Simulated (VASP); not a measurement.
# GaIr4 in VASP: notebook

GaIr4 is run at these levels: PBE; tasks: single point.

All numbers are computed with VASP 6.6.1; they aren't measurements. Logs are shortened: lines on timing, memory, paths and dates and some standing lists are left out, and cuts for length are marked.

### 1 The cell of the first run

The typed cell holds 5 atoms: a = 4.831 Å, b = 4.831 Å, c = 4.831 Å, α = 109.47°, β = 109.47°, γ = 109.47°.

### 2 Single point, PBE

Contents of INCAR:

```
ALGO = Normal
EDIFF = 1E-7
ENCUT = 520
GGA = PE
ISIF = 2
ISMEAR = 0
LASPH = True
LCHARG = False
LREAL = False
LWAVE = False
NBANDS = 32
NELM = 80
PREC = Accurate
SIGMA = 0.1
```

Contents of KPOINTS:

```
k-points
0
Gamma
  4 4 4
```

Contents of POSCAR:

```
GaIr4
1.0
   -2.7891575513      2.7891575513      2.7891575513
    2.7891575513     -2.7891575513      2.7891575513
    2.7891575513      2.7891575513     -2.7891575513
Ga Ir
1 4
Direct
    0.0000000000      0.0000000000      0.0000000000
    0.0000000000      0.5001025786      0.0000000000
    0.4998974214      0.4998974214      0.4998974214
    0.0000000000      0.0000000000      0.5001025786
    0.5001025786      0.0000000000      0.0000000000
```

Potentials or basis: VASP PAW PBE potentials, release 64 (Ga_d, Ir).

Started as:

```bash
> cat potpaw_PBE.64/Ga_d/POTCAR potpaw_PBE.64/Ir/POTCAR > POTCAR
> mpirun -np 1 vasp_std > vasp.out
```

OUTCAR:

```text
EDIFF = 1E-7
   ENCUT = 520
   GGA = PE
   ISIF = 2
   ISMEAR = 0
   LASPH = True
   LREAL = False
   NELM = 80
   PREC = Accurate

 ion  position               nearest neighbor table
   1  0.000  0.000  0.000-   2 2.41   3 2.41   4 2.41   5 2.41   2 2.42   4 2.42   5 2.42   3 2.42

   2  0.000  0.500  0.000-   1 2.41   1 2.42   3 2.79   5 2.79   5 2.79   4 2.79   4 2.79   3 2.79

   3  0.500  0.500  0.500-   1 2.41   1 2.42   2 2.79   5 2.79   4 2.79   4 2.79   2 2.79   5 2.79

   4  0.000  0.000  0.500-   1 2.41   1 2.42   3 2.79   3 2.79   5 2.79   2 2.79   5 2.79   2 2.79

   5  0.500  0.000  0.000-   1 2.41   1 2.42   3 2.79   2 2.79   2 2.79   4 2.79   4 2.79   3 2.79

  LATTYP: Found a body centered cubic cell.
 ALAT       =     5.5783151026

  Lattice vectors:

 A1 = (  -2.7891575513,   2.7891575513,   2.7891575513)
 A2 = (   2.7891575513,  -2.7891575513,   2.7891575513)
 A3 = (   2.7891575513,   2.7891575513,  -2.7891575513)

Analysis of symmetry for initial positions (statically):
=====================================================================
 Subroutine PRICEL returns:
 Original cell was already a primitive cell.

 Routine SETGRP: Setting up the symmetry group for a
 body centered cubic supercell.

 Subroutine GETGRP returns: Found 24 space group operations
 (whereof 24 operations were pure point group operations)
 out of a pool of 48 trial point group operations.

The static configuration has the point symmetry T_d .

Analysis of symmetry for dynamics (positions and initial velocities):
=====================================================================
 Subroutine PRICEL returns:
 Original cell was already a primitive cell.

 Routine SETGRP: Setting up the symmetry group for a
 body centered cubic supercell.

 Subroutine GETGRP returns: Found 24 space group operations
 (whereof 24 operations were pure point group operations)
 out of a pool of 48 trial point group operations.

The dynamic configuration has the point symmetry T_d .

 Subroutine INISYM returns: Found 24 space group operations
 (whereof 24 operations are pure point group operations),
 and found     1 'primitive' translations

----------------------------------------------------------------------------------------

                                     Primitive cell

  volume of cell :      86.7919

  direct lattice vectors                    reciprocal lattice vectors
    -2.789157551  2.789157551  2.789157551     0.000000000  0.179265599  0.179265599
     2.789157551 -2.789157551  2.789157551     0.179265599  0.000000000  0.179265599
     2.789157551  2.789157551 -2.789157551     0.179265599  0.179265599  0.000000000

  length of vectors
     4.830962589  4.830962589  4.830962589     0.253519842  0.253519842  0.253519842

  position of ions in fractional coordinates (direct lattice)
     0.000000000  0.000000000  0.000000000
     0.000000000  0.500102579  0.000000000
     0.499897421  0.499897421  0.499897421
     0.000000000  0.000000000  0.500102579
     0.500102579  0.000000000  0.000000000

  ion indices of the primitive-cell ions
   primitive index   ion index
                 1           1
                 2           2
                 3           3
                 4           4
                 5           5

----------------------------------------------------------------------------------------

 KPOINTS: k-points

Automatic generation of k-mesh.
 Grid dimensions read from file:
 generate k-points for:    4    4    4

 Generating k-lattice:

  Cartesian coordinates                     Fractional coordinates (reciprocal lattice)
     0.000000000  0.044816400  0.044816400     0.250000000  0.000000000  0.000000000
     0.044816400  0.000000000  0.044816400     0.000000000  0.250000000  0.000000000
     0.044816400  0.044816400  0.000000000     0.000000000  0.000000000  0.250000000

  Length of vectors
     0.063379960  0.063379960  0.063379960

  Shift w.r.t. Gamma in fractional coordinates (k-lattice)
     0.000000000  0.000000000  0.000000000

 Subroutine IBZKPT returns following result:
 ===========================================

 Found      8 irreducible k-points:

 Following reciprocal coordinates:
            Coordinates               Weight
  0.000000  0.000000  0.000000      1.000000
  0.250000  0.000000  0.000000     12.000000
  0.500000  0.000000  0.000000      6.000000
  0.250000  0.250000  0.000000     24.000000
  0.250000  0.250000  0.250000      2.000000
 -0.250000  0.250000  0.250000      6.000000
  0.500000  0.500000  0.250000     12.000000
  0.500000  0.500000  0.500000      1.000000
   k-points           NKPTS =      8   k-points in BZ     NKDIM =      8   number of bands    NBANDS=     32
   number of dos      NEDOS =    301   number of ions     NIONS =      5
   total plane-waves  NPLWV =  46656
   dimension x,y,z NGX =    36 NGY =   36 NGZ =   36
   dimension x,y,z NGXF=    72 NGYF=   72 NGZF=   72
   ions per type =               1   4
   NGX,Y,Z   is equivalent  to a cutoff of  12.39, 12.39, 12.39 a.u.
   NGXF,Y,Z  is equivalent  to a cutoff of  24.78, 24.78, 24.78 a.u.
 SYSTEM =  unknown system
   PREC   = accura    normal or accurate (medium, high low for compatibility)
   ISTART =      0    job   : 0-new  1-cont  2-samecut
   ICHARG =      2    charge: 1-file 2-atom 10-const
   ISPIN  =      1    spin polarized calculation?
   LNONCOLLINEAR =      F non collinear calculations
   LSORBIT =      F    spin-orbit coupling
   LASPH  =      T    aspherical Exc in radial PAW
   ENCUT  =  520.0 eV  38.22 Ry    6.18 a.u.   8.98  8.98  8.98*2*pi/ulx,y,z
   NELM   =     80;   NELMIN=  2; NELMDL= -5     # of ELM steps
   EDIFF  = 0.1E-06   stopping-criterion for ELM
   LREAL  =      F    real-space projection
   EDIFFG = 0.1E-05   stopping-criterion for IOM
   NSW    =      0    number of steps for IOM
   IBRION =     -1    ionic relax: 0-MD 1-quasi-New 2-CG
   NFREE  =      0    steps in history (QN), initial steepest desc. (CG)
   ISIF   =      2    stress and relaxation
   ISYM   =      2    0-nonsym 1-usesym 2-fastsym
   POTIM  = 0.5000    time-step for ionic-motion
   TEBEG  =    0.0;   TEEND  =   0.0 temperature during run
   PSTRESS=    0.0 pullay stress
   NELECT =      49.0000    total number of electrons
   NUPDOWN=      -1.0000    fix difference up-down
   EMIN   =  10.00;   EMAX   =-10.00  energy-range for DOS
   EFERMI =   0.00;   METHOD = LEGACY
   ISMEAR =     0;   SIGMA  =   0.10  broadening in eV -4-tet -1-fermi 0-gaus
   EFERMI_NEDOS =   21; number of points for ismear=-14 and -15
   IALGO  =     38    algorithm
   IMIX   =      4    mixing-type and parameters
     AMIX     =   0.40;   BMIX     =  1.00
     AMIX_MAG =   1.60;   BMIX_MAG =  1.00
  volume/ion in A,a.u.               =      17.36       117.14
  Fermi-wavevector in a.u.,A,eV,Ry     =   1.353050  2.556894 24.908785  1.830744
  Thomas-Fermi vector in A             =   2.480338
   LORBIT       =      0    0 simple, 1 ext, 2 COOP (PROOUT), +10 PAW based schemes
   GGA     = PE    functional components
   LHFCALC =     F    Hartree Fock is set to
   AEXX    =    0.0000 exact exchange contribution
   IVDW    =     0    specifies the selected vdW correction
   LEPSILON=     F    determine dielectric tensor
   LRPA    =     F    only Hartree local field effects (RPA)
 non-spin polarized calculation
 Gauss-broadening in eV      SIGMA  =   0.10
  energy-cutoff  :      520.00
  volume of cell :       86.79
 maximum number of plane-waves:      2382
   NGX = 17   NGY = 17   NGZ = 17

 number of electron      48.9999990 magnetization

 Free energy of the ion-electron system (eV)
  ---------------------------------------------------
  ext. energy  EPLUGINS =         0.00000000
  ---------------------------------------------------
  free energy    TOTEN  =       -33.58100014 eV

  energy without entropy =      -33.54020562  energy(sigma->0) =      -33.56060288

 E-fermi :   6.3941     XC(G=0): -12.2944

 val. band max:        6.3067694492   @ k =  -0.2500   0.2500   0.2500
 cond. band min:       6.4029556372   @ k =   0.2500   0.0000   0.0000
 fundamental gap:      0.0961861880
 Fermi energy:         6.3941096931

 k-point     1 :       0.0000    0.0000    0.0000
  band No.  band energies     occupation
      1      -8.0814      2.00000
      2      -8.0814      2.00000
      3      -8.0814      2.00000
      4      -7.8989      2.00000
      5      -7.8989      2.00000
      6      -4.1771      2.00000
[... 24 lines left out ...]
     31      10.3369      0.00000
     32      10.3369      0.00000

 k-point     2 :       0.2500    0.0000    0.0000
  band No.  band energies     occupation
      1      -8.0722      2.00000
      2      -8.0440      2.00000
      3      -8.0027      2.00000
      4      -7.8825      2.00000
      5      -7.8817      2.00000
      6      -3.5205      2.00000
[... 24 lines left out ...]
     31      10.5789      0.00000
     32      11.9582      0.00000

 k-point     3 :       0.5000    0.0000    0.0000
  band No.  band energies     occupation
      1      -8.0629      2.00000
      2      -8.0100      2.00000
      3      -7.9203      2.00000
      4      -7.8650      2.00000
      5      -7.8645      2.00000
      6      -2.4050      2.00000
[... 24 lines left out ...]
     31      10.6113      0.00000
     32      13.4787      0.00000

 k-point     4 :       0.2500    0.2500    0.0000
  band No.  band energies     occupation
      1      -8.0466      2.00000
      2      -7.9978      2.00000
      3      -7.9459      2.00000
      4      -7.8656      2.00000
      5      -7.8649      2.00000
      6      -2.5199      2.00000
[... 24 lines left out ...]
     31      12.5831      0.00000
     32      13.8557      0.00000

 k-point     5 :       0.2500    0.2500    0.2500
  band No.  band energies     occupation
      1      -7.9950      2.00000
      2      -7.9950      2.00000
      3      -7.9950      2.00000
      4      -7.8643      2.00000
      5      -7.8643      2.00000
      6      -2.2640      2.00000
[... 24 lines left out ...]
     31      14.6820      0.00000
     32      14.6821      0.00000

 k-point     6 :      -0.2500    0.2500    0.2500
  band No.  band energies     occupation
      1      -7.9992      2.00000
      2      -7.9992      2.00000
      3      -7.9909      2.00000
      4      -7.8685      2.00000
      5      -7.8664      2.00000
      6      -2.9094      2.00000
[... 24 lines left out ...]
     31      11.6339      0.00000
     32      11.6339      0.00000

 k-point     7 :       0.5000    0.5000    0.2500
  band No.  band energies     occupation
      1      -7.9874      2.00000
      2      -7.9576      2.00000
      3      -7.9138      2.00000
      4      -7.8524      2.00000
      5      -7.8519      2.00000
      6      -1.7871      2.00000
[... 24 lines left out ...]
     31      11.7702      0.00000
     32      11.7767      0.00000

 k-point     8 :       0.5000    0.5000    0.5000
  band No.  band energies     occupation
      1      -7.9073      2.00000
      2      -7.9073      2.00000
      3      -7.9073      2.00000
      4      -7.8391      2.00000
      5      -7.8391      2.00000
      6      -0.2400      2.00000
[... 24 lines left out ...]
     31       9.8858      0.00000
     32      14.2499      0.00000

------------------------ aborting loop because EDIFF is reached ----------------------------------------

  FORCE on cell =-STRESS in cart. coord.  units (eV):
  Direction    XX          YY          ZZ          XY          YZ          ZX
  --------------------------------------------------------------------------------------
  -------------------------------------------------------------------------------------
  Total        0.3022488      0.3022488      0.3022488      0.0000000     -0.0000000      0.0000000
  in kB        5.5795104      5.5795104      5.5795104      0.0000000     -0.0000000      0.0000000
  external PRESSURE =       5.5795104 kB  Pullay stress =       0.0000000 kB

 VOLUME and BASIS-vectors are now :
 -----------------------------------------------------------------------------
  energy-cutoff  :      520.00
  volume of cell :       86.79
      direct lattice vectors                 reciprocal lattice vectors
    -2.789157551  2.789157551  2.789157551     0.000000000  0.179265599  0.179265599
     2.789157551 -2.789157551  2.789157551     0.179265599  0.000000000  0.179265599
     2.789157551  2.789157551 -2.789157551     0.179265599  0.179265599  0.000000000

 POSITION                                       TOTAL-FORCE (eV/Angst)
 -----------------------------------------------------------------------------------
      0.00000      0.00000      0.00000         0.000000     -0.000000      0.000000
      1.39486     -1.39486      1.39486        -0.005329      0.005329     -0.005329
      1.39429      1.39429      1.39429         0.005329      0.005329      0.005329
      1.39486      1.39486     -1.39486        -0.005329     -0.005329      0.005329
     -1.39486      1.39486      1.39486         0.005329     -0.005329     -0.005329
 -----------------------------------------------------------------------------------
    total drift:                                0.000000      0.000000      0.000000

  FREE ENERGIE OF THE ION-ELECTRON SYSTEM (eV)
  ---------------------------------------------------
  free  energy   TOTEN  =       -33.5810001354 eV

  energy  without entropy=      -33.5402056226  energy(sigma->0) =      -33.56060288
```

Wall time 24 s (1 thread of AMD EPYC 7R13 (Zen 3), shared host); peak memory 0.18 GiB.

Results:

* Free energy: -33.5810 eV
* Pressure: 0.6 GPa
* Largest force: 0.009 eV/Å

Forces on the atoms (eV/Å):
```
Ga   0.000  0.000  0.000
Ir  -0.005  0.005 -0.005
Ir   0.005  0.005  0.005
Ir  -0.005 -0.005  0.005
Ir   0.005 -0.005 -0.005
```

Levels at points of the mesh, in eV from the Fermi level:
| k point | band 21 | band 22 | band 23 | band 24 | band 25 | band 26 | band 27 | band 28 |
| --- | --- | --- | --- | --- | --- | --- | --- | --- |
| (0.00, 0.00, 0.00) | 0.02 | 0.02 | 0.02 | 0.52 | 0.52 | 0.52 | 1.95 | 1.95 |
| (0.50, 0.00, 0.00) | -1.27 | -1.18 | -0.81 | -0.66 | -0.38 | -0.29 | -0.14 | 2.55 |
| (0.50, 0.50, 0.50) | -1.19 | -0.41 | -0.41 | 0.17 | 0.82 | 0.82 | 2.09 | 2.09 |

Caveat: the k points lie up to 0.40 Å⁻¹ apart; spin-orbit coupling is left out, which moves the levels of the heavy elements.

(Continued in part 2 of 2.)
